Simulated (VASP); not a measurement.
# ZrO2 (Fm-3m) in VASP: a series of runs

The runs below take ZrO2 through single point, with r2SCAN.

Everything below comes from runs of VASP 6.6.1. Logs are shortened: lines on timing, memory, paths and dates and some standing lists are left out, and cuts for length are marked.

### 1 The cell of the first run

It takes space group Fm-3m (No. 225, cubic). The conventional cell has a = 4.895 Å, b = 4.895 Å, c = 4.895 Å, α = 90.00°, β = 90.00°, γ = 90.00°. Within 2.8 Å of Zr (site symmetry m-3m) lie 8 O at 2.12 Å. O (site symmetry -43m) has 4 Zr at 2.12 Å and 6 O at 2.45 Å within 2.8 Å.

### 2 Single point, r2SCAN

Input file POSCAR:

```
ZrO2
1.0
    0.0000000000      2.4475155900      2.4475155900
    2.4475155900      0.0000000000      2.4475155900
    2.4475155900      2.4475155900      0.0000000000
Zr O
1 2
Direct
    0.0000000000      0.0000000000      0.0000000000
    0.2500000000      0.2500000000      0.2500000000
    0.7500000000      0.7500000000      0.7500000000
```

Input file INCAR.step1:

```
SYSTEM = ZrO2
PREC = Accurate
ENCUT = 660
ISMEAR = 0
SIGMA = 0.01
LREAL = .FALSE.
LASPH = .TRUE.
NELM = 120
NBANDS = 19
GGA = PE
ALGO = Normal
EDIFF = 1E-5
LWAVE = .TRUE.
LCHARG = .FALSE.
GGA_COMPAT = .FALSE.
```

Input file INCAR.step2:

```
SYSTEM = ZrO2
PREC = Accurate
ENCUT = 660
EDIFF = 1E-6
ISMEAR = 0
SIGMA = 0.01
LREAL = .FALSE.
LASPH = .TRUE.
NELM = 120
ALGO = Normal
ISIF = 2
LWAVE = .FALSE.
LCHARG = .FALSE.
METAGGA = R2SCAN
LMIXTAU = .TRUE.
NBANDS = 19
ISTART = 1
GGA_COMPAT = .FALSE.
```

Input file KPOINTS:

```
Automatic mesh
0
G
  6 6 6
  0 0 0
```

Potentials or basis: VASP PAW PBE potentials, release 64 (Zr_sv, O).

Launch:

```console
$ cat potpaw_PBE.64/Zr_sv/POTCAR potpaw_PBE.64/O/POTCAR > POTCAR
$ cp INCAR.step1 INCAR
$ mpirun -np 1 vasp_std > vasp.out
$ cp INCAR.step2 INCAR
$ mpirun -np 1 vasp_std > vasp.out
```

OUTCAR:

```text
SYSTEM = ZrO2
   PREC = Accurate
   ENCUT = 660
   EDIFF = 1E-6
   ISMEAR = 0
   LREAL = .FALSE.
   LASPH = .TRUE.
   NELM = 120
   ISIF = 2
   METAGGA = R2SCAN
   ISTART = 1

 ion  position               nearest neighbor table
   1  0.000  0.000  0.000-   3 2.12   3 2.12   3 2.12   2 2.12   3 2.12   2 2.12   2 2.12   2 2.12

   2  0.250  0.250  0.250-   1 2.12   1 2.12   1 2.12   1 2.12
   3  0.750  0.750  0.750-   1 2.12   1 2.12   1 2.12   1 2.12

  LATTYP: Found a face centered cubic cell.
 ALAT       =     4.8950311800

  Lattice vectors:

 A1 = (   0.0000000000,   2.4475155900,   2.4475155900)
 A2 = (   2.4475155900,   0.0000000000,   2.4475155900)
 A3 = (   2.4475155900,   2.4475155900,   0.0000000000)

Analysis of symmetry for initial positions (statically):
=====================================================================
 Subroutine PRICEL returns:
 Original cell was already a primitive cell.

 Routine SETGRP: Setting up the symmetry group for a
 face centered cubic supercell.

 Subroutine GETGRP returns: Found 48 space group operations
 (whereof 48 operations were pure point group operations)
 out of a pool of 48 trial point group operations.

The static configuration has the point symmetry O_h .

Analysis of symmetry for dynamics (positions and initial velocities):
=====================================================================
 Subroutine PRICEL returns:
 Original cell was already a primitive cell.

 Routine SETGRP: Setting up the symmetry group for a
 face centered cubic supercell.

 Subroutine GETGRP returns: Found 48 space group operations
 (whereof 48 operations were pure point group operations)
 out of a pool of 48 trial point group operations.

The dynamic configuration has the point symmetry O_h .

 Subroutine INISYM returns: Found 48 space group operations
 (whereof 48 operations are pure point group operations),
 and found     1 'primitive' translations

----------------------------------------------------------------------------------------

                                     Primitive cell

  volume of cell :      29.3229

  direct lattice vectors                    reciprocal lattice vectors
     0.000000000  2.447515590  2.447515590    -0.204288791  0.204288791  0.204288791
     2.447515590  0.000000000  2.447515590     0.204288791 -0.204288791  0.204288791
     2.447515590  2.447515590  0.000000000     0.204288791  0.204288791 -0.204288791
[... 69 lines left out ...]
   ISTART =      1    job   : 0-new  1-cont  2-samecut
   ICHARG =      0    charge: 1-file 2-atom 10-const
   ISPIN  =      1    spin polarized calculation?
   LNONCOLLINEAR =      F non collinear calculations
   LSORBIT =      F    spin-orbit coupling
   LASPH  =      T    aspherical Exc in radial PAW
   ENCUT  =  660.0 eV  48.51 Ry    6.96 a.u.   7.25  7.25  7.25*2*pi/ulx,y,z
   NELM   =    120;   NELMIN=  2; NELMDL=  0     # of ELM steps
   EDIFF  = 0.1E-05   stopping-criterion for ELM
   LREAL  =      F    real-space projection
[... 7 lines left out ...]
   TEBEG  =    0.0;   TEEND  =   0.0 temperature during run
   PSTRESS=    0.0 pullay stress
   NELECT =      24.0000    total number of electrons
   NUPDOWN=      -1.0000    fix difference up-down
   EMIN   =  10.00;   EMAX   =-10.00  energy-range for DOS
   EFERMI =   0.00;   METHOD = LEGACY
   ISMEAR =     0;   SIGMA  =   0.01  broadening in eV -4-tet -1-fermi 0-gaus
   EFERMI_NEDOS =   21; number of points for ismear=-14 and -15
   IALGO  =     38    algorithm
   IMIX   =      4    mixing-type and parameters
     AMIX     =   0.40;   BMIX     =  1.00
     AMIX_MAG =   1.60;   BMIX_MAG =  1.00
  volume/ion in A,a.u.               =       9.77        65.96
  Fermi-wavevector in a.u.,A,eV,Ry     =   1.531357  2.893845 31.906400  2.345054
  Thomas-Fermi vector in A             =   2.638713
   LORBIT       =      0    0 simple, 1 ext, 2 COOP (PROOUT), +10 PAW based schemes
   METAGGA = R2SCAN    functional components
   LHFCALC =     F    Hartree Fock is set to
   AEXX    =    0.0000 exact exchange contribution
   IVDW    =     0    specifies the selected vdW correction
   LEPSILON=     F    determine dielectric tensor
   LRPA    =     F    only Hartree local field effects (RPA)
 non-spin polarized calculation
 Gauss-broadening in eV      SIGMA  =   0.01
  energy-cutoff  :      660.00
  volume of cell :       29.32
 maximum number of plane-waves:      1158
 NGX is ok and might be reduce to    30
   NGX = 15   NGY = 15   NGZ = 15

 number of electron      24.0000003 magnetization

 Free energy of the ion-electron system (eV)
  ---------------------------------------------------
  ext. energy  EPLUGINS =         0.00000000
  ---------------------------------------------------
  free energy    TOTEN  =       -45.45848959 eV

  energy without entropy =      -45.45848959  energy(sigma->0) =      -45.45848959

 E-fermi :   8.3881     XC(G=0): -13.2291

 val. band max:        8.2919506585   @ k =   0.5000   0.5000   0.0000
 cond. band min:      12.5103890245   @ k =   0.0000   0.0000   0.0000
 fundamental gap:      4.2184383661
 Fermi energy:         8.3880753921

 k-point     1 :       0.0000    0.0000    0.0000
  band No.  band energies     occupation
      1     -40.7231      2.00000
      2     -17.8202      2.00000
      3     -17.8202      2.00000
      4     -17.8202      2.00000
      5     -11.4662      2.00000
      6      -8.5131      2.00000
[... 329 lines left out ...]
      6      -8.8493      2.00000
[... 11 lines left out ...]
     18      22.3160      0.00000
     19      25.7174      0.00000

------------------------ aborting loop because EDIFF is reached ----------------------------------------

  FORCE on cell =-STRESS in cart. coord.  units (eV):
  Direction    XX          YY          ZZ          XY          YZ          ZX
  --------------------------------------------------------------------------------------
  -------------------------------------------------------------------------------------
  Total        7.0370484      7.0370484      7.0370484      0.0000000      0.0000000      0.0000000
  in kB      384.4985646    384.4985646    384.4985646      0.0000000      0.0000000      0.0000000
  external PRESSURE =     384.4985646 kB  Pullay stress =       0.0000000 kB

 VOLUME and BASIS-vectors are now :
 -----------------------------------------------------------------------------
  energy-cutoff  :      660.00
  volume of cell :       29.32
      direct lattice vectors                 reciprocal lattice vectors
     0.000000000  2.447515590  2.447515590    -0.204288791  0.204288791  0.204288791
     2.447515590  0.000000000  2.447515590     0.204288791 -0.204288791  0.204288791
     2.447515590  2.447515590  0.000000000     0.204288791  0.204288791 -0.204288791

 POSITION                                       TOTAL-FORCE (eV/Angst)
 -----------------------------------------------------------------------------------
      0.00000      0.00000      0.00000        -0.000000      0.000000     -0.000000
      1.22376      1.22376      1.22376        -0.000000     -0.000000     -0.000000
      3.67127      3.67127      3.67127         0.000000      0.000000      0.000000
 -----------------------------------------------------------------------------------
    total drift:                                0.000000     -0.000000      0.000000

  FREE ENERGIE OF THE ION-ELECTRON SYSTEM (eV)
  ---------------------------------------------------
  free  energy   TOTEN  =       -45.4584895925 eV

  energy  without entropy=      -45.4584895925  energy(sigma->0) =      -45.45848959
```

Run time: 61 s. Hardware: 1 thread of Intel Xeon Platinum 8259CL at 2.50GHz (Skylake/Cascade Lake), shared host; peak memory 0.17 GiB.

What came out:

* Free energy: -45.4585 eV
* Pressure: 38.4 GPa
* Band gap on the k mesh: 4.22 eV (least direct gap 4.74 eV)

Caveat: the cell stands under pressure; the PAW data sets were made with another functional, which shifts forces and pressure a little. r2SCAN opens gaps a little over a GGA but as a rule still falls short of measured ones.

### 3 Single point, r2SCAN

This run uses another cell than the first one, of 10.05 Å³/atom.

Input file POSCAR:

```
ZrO2
1.0
    0.0000000000      2.4699711158      2.4699711158
    2.4699711158      0.0000000000      2.4699711158
    2.4699711158      2.4699711158      0.0000000000
Zr O
1 2
Direct
    0.0000000000      0.0000000000      0.0000000000
    0.2500000000      0.2500000000      0.2500000000
    0.7500000000      0.7500000000      0.7500000000
```

Input file INCAR.step1:

```
SYSTEM = ZrO2
  ALGO = Normal
  EDIFF = 1E-5
  ENCUT = 660
  GGA = PE
  GGA_COMPAT = .False.
  ISMEAR = 0
  LASPH = .True.
  LCHARG = .False.
  LREAL = .False.
  LWAVE = .True.
  NBANDS = 19
  NELM = 120
  PREC = Accurate
  SIGMA = 0.01
```

Input file INCAR.step2:

```
SYSTEM = ZrO2
  ALGO = Normal
  EDIFF = 1E-6
  ENCUT = 660
  GGA_COMPAT = .False.
  ISIF = 2
  ISMEAR = 0
  ISTART = 1
  LASPH = .True.
  LCHARG = .False.
  LMIXTAU = .True.
  LREAL = .False.
  LWAVE = .False.
  METAGGA = R2SCAN
  NBANDS = 19
  NELM = 120
  PREC = Accurate
  SIGMA = 0.01
```

Input file KPOINTS:

```
k-points
0
Gamma
  6 6 6
  0 0 0
```

Potentials or basis: VASP PAW PBE potentials, release 64 (Zr_sv, O).

Launch:

```console
$ cat potpaw_PBE.64/Zr_sv/POTCAR potpaw_PBE.64/O/POTCAR > POTCAR
$ cp INCAR.step1 INCAR
$ mpirun -np 1 vasp_std > vasp.out
$ cp INCAR.step2 INCAR
$ mpirun -np 1 vasp_std > vasp.out
```

It took 63 s on 1 thread of Intel Xeon Platinum 8259CL at 2.50GHz (Skylake/Cascade Lake), shared host; peak memory 0.17 GiB.

Results (log left out):

```yaml
Free_energy: -45.6293 eV
Pressure: 27.8 GPa
Band_gap_on_the_k_mesh: 4.14 eV (least direct gap 4.63 eV)
```

Levels at points of the mesh, in eV from the valence-band top:
```csv
k point,band 9,band 10,band 11,band 12,band 13,band 14,band 15,band 16
"(0.00, 0.00, 0.00)",-5.87,-0.58,-0.58,-0.58,4.14,4.14,7.88,11.15
"(0.50, 0.00, 0.00)",-2.75,-2.58,-1.74,-1.74,4.87,4.87,7.51,9.89
"(0.50, 0.50, 0.00)",-3.36,-1.66,-1.66,0.00,4.63,5.77,7.27,8.66
```

Caveat: the cell stands under pressure; the PAW data sets were made with another functional, which shifts forces and pressure a little. A k mesh can miss the band edges.

### 4 Single point, r2SCAN

This run uses another cell than the first one, of 10.32 Å³/atom.

Input file POSCAR:

```
ZrO2
1.0
    0.0000000000      2.4920255963      2.4920255963
    2.4920255963      0.0000000000      2.4920255963
    2.4920255963      2.4920255963      0.0000000000
Zr O
1 2
Direct
    0.0000000000      0.0000000000      0.0000000000
    0.2500000000      0.2500000000      0.2500000000
    0.7500000000      0.7500000000      0.7500000000
```

Input file INCAR.step1:

```
  PREC = Accurate
  ENCUT = 660
  ISMEAR = 0
  SIGMA = 0.01
  LREAL = F
  LASPH = T
  NELM = 120
  NBANDS = 19
  GGA = PE
  ALGO = Normal
  EDIFF = 1E-5
  LWAVE = T
  LCHARG = F
  GGA_COMPAT = F
```

Input file INCAR.step2:

```
  PREC = Accurate
  ENCUT = 660
  EDIFF = 1E-6
  ISMEAR = 0
  SIGMA = 0.01
  LREAL = F
  LASPH = T
  NELM = 120
  ALGO = Normal
  ISIF = 2
  LWAVE = F
  LCHARG = T
  METAGGA = R2SCAN
  LMIXTAU = T
  LELF = T
  LVHAR = T
  NBANDS = 19
  ISTART = 1
  GGA_COMPAT = F
```

Input file KPOINTS:

```
regular mesh
0
Gamma
  6 6 6
```

Launch:

```console
$ cat potpaw_PBE.64/Zr_sv/POTCAR potpaw_PBE.64/O/POTCAR > POTCAR
$ cp INCAR.step1 INCAR
$ mpirun -np 1 vasp_std > vasp.out
$ cp INCAR.step2 INCAR
$ mpirun -np 1 vasp_std > vasp.out
```

Wall time 64 s (1 thread of Intel Xeon Platinum 8259CL at 2.50GHz (Skylake/Cascade Lake), shared host); peak memory 0.17 GiB.

The run converged. Its results:

| Quantity | Value |
| --- | --- |
| Free energy | -45.7496 eV |
| Pressure | 18.5 GPa |
| Band gap on the k mesh | 4.06 eV (least direct gap 4.52 eV) |

Levels at points of the mesh, in eV from the valence-band top:
```csv
k point,band 9,band 10,band 11,band 12,band 13,band 14,band 15,band 16
"(0.00, 0.00, 0.00)",-5.70,-0.57,-0.57,-0.57,4.06,4.06,7.67,10.79
"(0.50, 0.00, 0.00)",-2.71,-2.56,-1.72,-1.72,4.76,4.76,7.24,9.76
"(0.50, 0.50, 0.00)",-3.32,-1.62,-1.62,0.00,4.52,5.62,7.00,8.40
```

Caveat: the cell stands under pressure; the PAW data sets were made with another functional, which shifts forces and pressure a little. A k mesh can miss the band edges.

### 5 Single point, r2SCAN

This run uses another cell than the first one, of 10.59 Å³/atom.

Input file POSCAR:

```
ZrO2
1.0
    0.0000000000      2.5136964718      2.5136964718
    2.5136964718      0.0000000000      2.5136964718
    2.5136964718      2.5136964718      0.0000000000
Zr O
1 2
Direct
    0.0000000000      0.0000000000      0.0000000000
    0.2500000000      0.2500000000      0.2500000000
    0.7500000000      0.7500000000      0.7500000000
```

Input file INCAR.step1:

```
PREC = Accurate ; ENCUT = 660
ISMEAR = 0 ; SIGMA = 0.01
LREAL = F ; LASPH = T
NELM = 120 ; NBANDS = 19
GGA = PE ; ALGO = Normal
EDIFF = 1E-5 ; LWAVE = T
LCHARG = F ; GGA_COMPAT = F
```

Input file INCAR.step2:

```
PREC = Accurate ; ENCUT = 660
EDIFF = 1E-6 ; ISMEAR = 0
SIGMA = 0.01 ; LREAL = F
LASPH = T ; NELM = 120
ALGO = Normal ; ISIF = 2
LWAVE = F ; LCHARG = F
METAGGA = R2SCAN ; LMIXTAU = T
NBANDS = 19 ; ISTART = 1
GGA_COMPAT = F
```

Input file KPOINTS:

```
Automatic mesh
0
Gamma
  6 6 6
```

Launch:

```console
$ cat potpaw_PBE.64/Zr_sv/POTCAR potpaw_PBE.64/O/POTCAR > POTCAR
$ cp INCAR.step1 INCAR
$ mpirun -np 1 vasp_std > vasp.out
$ cp INCAR.step2 INCAR
$ mpirun -np 1 vasp_std > vasp.out
```

Run time: 68 s. Hardware: 1 thread of Intel Xeon Platinum 8259CL at 2.50GHz (Skylake/Cascade Lake), shared host; peak memory 0.18 GiB.

Results (log left out):

| Quantity | Value |
| --- | --- |
| Free energy | -45.8250 eV |
| Pressure | 10.3 GPa |
| Band gap on the k mesh | 3.99 eV (least direct gap 4.42 eV) |

Levels at points of the mesh, in eV from the valence-band top:
| k point | band 9 | band 10 | band 11 | band 12 | band 13 | band 14 | band 15 | band 16 |
| --- | --- | --- | --- | --- | --- | --- | --- | --- |
| (0.00, 0.00, 0.00) | -5.54 | -0.56 | -0.56 | -0.56 | 3.99 | 3.99 | 7.47 | 10.45 |
| (0.50, 0.00, 0.00) | -2.66 | -2.53 | -1.71 | -1.71 | 4.65 | 4.65 | 6.98 | 9.46 |
| (0.50, 0.50, 0.00) | -3.28 | -1.58 | -1.58 | 0.00 | 4.42 | 5.47 | 6.74 | 8.16 |

Caveat: the cell stands under pressure; the PAW data sets were made with another functional, which shifts forces and pressure a little. A k mesh can miss the band edges.

### 6 The runs side by side

| cell | gap on the mesh (eV) | pressure (GPa) |
| --- | --- | --- |
| a = 3.461 Å, angles 60.0°, 3 atoms | 4.22 | 38.4 |
| a = 3.493 Å, angles 60.0°, 3 atoms | 4.14 | 27.8 |
| a = 3.524 Å, angles 60.0°, 3 atoms | 4.06 | 18.5 |
| a = 3.555 Å, angles 60.0°, 3 atoms | 3.99 | 10.3 |

Alike in all rows: task single point; level r2SCAN; potentials or basis VASP PAW PBE potentials, release 64 (Zr_sv, O); no spin polarisation; k mesh 6 × 6 × 6; cutoff (eV) 660; smearing gaussian 0.01 eV.

Caveats: the cell stands under pressure; the PAW data sets were made with another functional, which shifts forces and pressure a little.

Absolute energies hang on the potentials; compare differences alone.
